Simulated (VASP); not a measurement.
A run of VASP 6.6.1 is set up as follows.

File INCAR:

```
  PREC = Accurate
  ENCUT = 600
  EDIFF = 1E-6
  ISMEAR = 0
  SIGMA = 0.1
  LREAL = F
  LASPH = T
  NELM = 120
  ALGO = Normal
  ISIF = 2
  LWAVE = F
  LCHARG = F
  GGA = PE
  NBANDS = 19
  GGA_COMPAT = F
```

KPOINTS

```
Automatic mesh
0
Gamma
  6 6 6
```

File POSCAR:

```
CaF2
1.0
    0.0000000000      2.7312500000      2.7312500000
    2.7312500000      0.0000000000      2.7312500000
    2.7312500000      2.7312500000      0.0000000000
Ca F
1 2
Direct
    0.0000000000      0.0000000000      0.0000000000
    0.2500000000      0.2500000000      0.2500000000
    0.7500000000      0.7500000000      0.7500000000
```

Potentials or basis: VASP PAW PBE potentials, release 64 (Ca_sv, F).

Run with:

```bash
$ cat potpaw_PBE.64/Ca_sv/POTCAR potpaw_PBE.64/F/POTCAR > POTCAR
$ mpirun -np 1 vasp_std > vasp.out
```

(1) Estimate the pressure.

(2) What does it give for the band gap on the k mesh?

## Answers

(1) 2.4 GPa.

(2) 7.28 eV, indirect (least direct gap 7.53 eV).
